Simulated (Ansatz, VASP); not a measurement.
## Si2S: VASP beside Ansatz

File POSCAR:

```
Si2S
1.0
    3.0490851694      0.0000000000      0.0000000000
   -1.5245425847      2.6405852151      0.0000000000
    0.0000000000      0.0000000000     11.8596909724
Si S
4 2
Direct
    0.3333333333      0.6666666667      0.6275000000
    0.6666666667      0.3333333333      0.1275000000
    0.3333333333      0.6666666667      0.8725000000
    0.6666666667      0.3333333333      0.3725000000
    0.3333333333      0.6666666667      0.2500000000
    0.6666666667      0.3333333333      0.7500000000
```

INCAR.step1

```
PREC = Accurate
ENCUT = 600
ISMEAR = 0
SIGMA = 0.1
LREAL = False
LASPH = True
NELM = 60
GGA = PE
ALGO = Normal
EDIFF = 1E-4
LWAVE = True
LCHARG = False
```

The input INCAR.step2:

```
PREC = Accurate
ENCUT = 600
EDIFF = 1E-7
ISMEAR = 0
SIGMA = 0.1
LREAL = False
LASPH = True
NELM = 60
ALGO = Normal
ISIF = 3
LWAVE = False
LCHARG = False
METAGGA = R2SCAN
LMIXTAU = True
IBRION = 2
NSW = 90
EDIFFG = -0.04
ISTART = 1
```

The input KPOINTS:

```
regular mesh
0
Gamma
  6 6 2
```

Input for Ansatz:

```yaml
crystal:
  lattice:
    - [3.0490851694, 0.0, 0.0]
    - [-1.5245425847, 2.6405852151, 0.0]
    - [0.0, 0.0, 11.8596909724]
  atoms:
    - { symbol: Si, position: [0.3333333333, 0.6666666667, 0.6275] }
    - { symbol: Si, position: [0.6666666667, 0.3333333333, 0.1275] }
    - { symbol: Si, position: [0.3333333333, 0.6666666667, 0.8725] }
    - { symbol: Si, position: [0.6666666667, 0.3333333333, 0.3725] }
    - { symbol: S, position: [0.3333333333, 0.6666666667, 0.25] }
    - { symbol: S, position: [0.6666666667, 0.3333333333, 0.75] }
basis:
  ecutwfc: 500
kpoints:
  mp_grid: { grid: [6, 6, 2] }
hamiltonian:
  xc: r2scan
scf:
  occupations: { method: gaussian, width: 0.1 }
  lower_state_search: "off"
output:
  forces: true
  stress: true
  eigenvalues: true
relax:
  adjacent_minimum: "off"
  f_tol: 0.04
  max_steps: 70
  cell: { stress_tol: 0.4 }
```

Alike in both runs: task relaxation of cell and atoms; functional r2SCAN; k mesh 6 × 6 × 2; occupations gaussian, width 0.1 eV; no spin polarisation.

|  | VASP | Ansatz |
| --- | --- | --- |
| version | VASP 6.6.1 | Ansatz 0.2.0 |
| potentials or method | VASP PAW PBE potentials, release 64 (Si, S), cutoff 600 eV | scalar-relativistic, plane waves, PAW |
| valence electrons in the cell | 28 | 28 |

Ansatz gave:

* gap on the k mesh at the Fermi level, each at its own relaxed structure (eV): none
* relaxed volume (Å³/atom): 15.93
* relaxed cell length with the largest relative difference (Å): 10.028

**Question.** What did VASP give for the same quantities?

**Answer.** gap on the k mesh at the Fermi level, each at its own relaxed structure (eV): none; relaxed volume (Å³/atom): 15.94; relaxed cell length with the largest relative difference (Å): 10.032.

VASP's potentials were made for PBE, not for r2SCAN. A gap of «none» marks a metal or a gap that the smearing closes.

The k mesh is coarse, so the values compare programs but aren't converged.
